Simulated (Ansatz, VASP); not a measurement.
Zr2HS4: VASP beside Ansatz

INCAR

```
PREC = Accurate
ENCUT = 400
EDIFF = 1E-6
ISMEAR = 0
SIGMA = 0.05
LREAL = False
LASPH = True
NELM = 120
ALGO = Normal
ISIF = 2
LWAVE = False
LCHARG = True
LDIPOL = True
IDIPOL = 3
DIPOL = 0.5 0.5 0.283
GGA = PE
IVDW = 12
LELF = True
LVHAR = True
LVACPOTAV = True
NBANDS = 62
GGA_COMPAT = False
NELMDL = -8
```

File KPOINTS:

```
Automatic mesh
0
Gamma
  6 6 1
```

File POSCAR:

```
Zr2HS4
1.0
    7.2976778227      0.0000000000      0.0000000000
   -3.6488389114      6.3199743831      0.0000000000
    0.0000000000      0.0000000000     20.9171506047
S Zr H
8 4 2
Direct
    0.3333333333      0.1666666667      0.1912306354
    0.3333333333      0.6666666667      0.1912306354
    0.8333333333      0.1666666667      0.1912306354
    0.8333333333      0.6666666667      0.1912306354
    0.1666666667      0.3333333333      0.3306927762
    0.1666666667      0.8333333333      0.3306927762
    0.6666666667      0.3333333333      0.3306927762
    0.6666666667      0.8333333333      0.3306927762
    0.0000000000      0.0000000000      0.2609617058
    0.0000000000      0.5000000000      0.2609617058
    0.5000000000      0.0000000000      0.2609617058
    0.5000000000      0.5000000000      0.2609617058
    0.2285069591      0.7714930409      0.4134000260
    0.4381597076      0.5618402924      0.4134000260
```

Input for Ansatz:

```yaml
crystal:
  lattice:
    - [7.2976778227, 0.0, 0.0]
    - [-3.6488389114, 6.3199743831, 0.0]
    - [0.0, 0.0, 20.9171506047]
  atoms:
    - { symbol: S, position: [0.3333333333, 0.1666666667, 0.1912306354] }
    - { symbol: S, position: [0.3333333333, 0.6666666667, 0.1912306354] }
    - { symbol: S, position: [0.8333333333, 0.1666666667, 0.1912306354] }
    - { symbol: S, position: [0.8333333333, 0.6666666667, 0.1912306354] }
    - { symbol: Zr, position: [0.0, 0.0, 0.2609617058] }
    - { symbol: Zr, position: [0.0, 0.5, 0.2609617058] }
    - { symbol: Zr, position: [0.5, 0.0, 0.2609617058] }
    - { symbol: Zr, position: [0.5, 0.5, 0.2609617058] }
    - { symbol: S, position: [0.1666666667, 0.3333333333, 0.3306927762] }
    - { symbol: S, position: [0.1666666667, 0.8333333333, 0.3306927762] }
    - { symbol: S, position: [0.6666666667, 0.3333333333, 0.3306927762] }
    - { symbol: S, position: [0.6666666667, 0.8333333333, 0.3306927762] }
    - { symbol: H, position: [0.2285069591, 0.7714930409, 0.413400026] }
    - { symbol: H, position: [0.4381597076, 0.5618402924, 0.413400026] }
basis:
  ecutwfc: 420
kpoints:
  mp_grid: { grid: [6, 6, 1] }
hamiltonian:
  xc: pbe
  pseudopotentials: { kind: paw, azcp: { folder: soft_1 } }
  dispersion: d3bj
scf:
  occupations: { method: gaussian, width: 0.05 }
output:
  forces: true
  eigenvalues: true
efield:
  axis: 3
  dipole_correction: true
  ramp_width: 0.04
```

Alike in both runs: task single point; functional PBE; dispersion D3(BJ); k mesh 6 × 6 × 1; occupations gaussian, width 0.05 eV; no spin polarisation.

|  | VASP | Ansatz |
| --- | --- | --- |
| version | VASP 6.6.1 | Ansatz 0.2.0 |
| potentials or method | VASP PAW PBE potentials, release 64 (S, Zr_sv, H), cutoff 400 eV | scalar-relativistic, plane waves, PAW |
| valence electrons in the cell | 98 | 98 |

|  | VASP | Ansatz | Ansatz less VASP |
| --- | --- | --- | --- |
| gap on the k mesh at the Fermi level (eV) | 0.35 | 0.35 | 0.000 |
| least direct gap on the mesh (eV) | 0.39 | 0.39 | 0.000 |
| rms of the force components (eV/Å) | 0.497 | 0.497 | +0.0002 |
